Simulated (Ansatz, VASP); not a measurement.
# One calculation of BeRe2O3, two programs

```
Be Re O
1.0
     4.71826    0.00000    0.00000
    -2.35913    4.08613    0.00000
     0.00000    0.00000    3.32630
Be Re O
1 2 3
Direct
  0.00000 0.00000 0.00000
  0.33333 0.66667 0.00000
  0.66667 0.33333 0.00000
  0.50000 0.00000 0.50000
  0.50000 0.50000 0.50000
  0.00000 0.50000 0.50000
```

Alike in both runs: functional PBE; k mesh 12 × 12 × 12; occupations gaussian, width 0.1 eV; no spin polarisation.

Ansatz relaxed the structure, and its values are those at the end. VASP's run is a single point on that final structure, the one shown.

|  | VASP | Ansatz |
| --- | --- | --- |
| version | VASP 6.6.1 | Ansatz 0.2.0 |
| potentials or method | VASP PAW PBE potentials, release 64 (Be, Re, O), cutoff 520 eV | scalar-relativistic, plane waves, PAW |
| valence electrons in the cell | 34 | 50 |

```csv
,VASP,Ansatz,Ansatz less VASP
gap on the k mesh at the Fermi level (eV),none,none,-
pressure (GPa),1.4,0.0,-1.45
```

A gap of «none» marks a metal or a gap that the smearing closes. VASP's potentials hold 34 valence electrons a cell and Ansatz's 50, so a difference there can come from the potentials and not from the codes.

Spin-orbit coupling is off throughout.
